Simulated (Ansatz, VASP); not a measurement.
## Si in VASP and in Ansatz

```
Si
1.0
     4.37124    0.00000    0.00000
    -2.18562    3.78561    0.00000
     0.00000    0.00000    2.50592
Si
3
Direct
  0.00000 0.00000 0.00000
  0.33333 0.66667 0.50000
  0.66667 0.33333 0.50000
```

Alike in both runs: task single point; functional r2SCAN; k mesh 9 × 9 × 14; occupations fermi-dirac, width 0.1 eV; no spin polarisation.

|  | VASP | Ansatz |
| --- | --- | --- |
| version | VASP 6.6.1 | Ansatz 0.2.0 |
| potentials or method | VASP PAW PBE potentials, release 64 (Si), cutoff 550 eV | plane waves (500 eV) with PAW, scalar-relativistic |
| valence electrons in the cell | 12 | 12 |

Ansatz gave:

- pressure (GPa): 4.2
- traceless stress, the component that is largest in VASP (GPa): 2.81

Question: What did VASP give for the same quantities?

Answer: Pressure (GPa): 4.2; traceless stress, the component that is largest in VASP (GPa): 2.75.

VASP's potentials were made for PBE, not for r2SCAN. The functional is the same, so the differences come from potentials, cutoffs and numerics.
